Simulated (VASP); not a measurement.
Zr, 2 atoms in the cell. The structure is hexagonal, space group P6_3/mmc (No. 194). The conventional cell has a = 3.054 Å, b = 3.054 Å, c = 4.938 Å, α = 90.00°, β = 90.00°, γ = 120.00°. Zr (site symmetry -6m2) has 12 Zr at 3.03 to 3.05 Å within 4.0 Å. 

* Program: VASP 6.6.1
* Task: single point
* Functional: r2SCAN
* Potentials or basis: VASP PAW PBE potentials, release 64 (Zr_sv)
* Cutoff: 520 eV
* k mesh: 9 × 9 × 5
* Occupations: fermi-dirac, width 0.05 eV
* Spin: no spin polarisation
* Dipole correction: no
* Further INCAR settings: ALGO = Normal; EDIFF = 1e-06; NBANDS = 19

Potentials or basis: VASP PAW PBE potentials, release 64 (Zr_sv).

The run is started by

```sh
$ cat potpaw_PBE.64/Zr_sv/POTCAR > POTCAR
$ cp INCAR.step1 INCAR
$ mpirun -np 1 vasp_std > vasp.out
$ cp INCAR.step2 INCAR
$ mpirun -np 1 vasp_std > vasp.out
```

Hardware: 1 thread of Intel(R) Xeon(R) Platinum 8488C (Sapphire Rapids), with other jobs on the host.

Problem. Estimate the wall time of this run.

Solution. Wall time 57 s on 1 thread of Intel(R) Xeon(R) Platinum 8488C (Sapphire Rapids) (shared host), peak memory 0.17 GiB. Counts: k points 36.
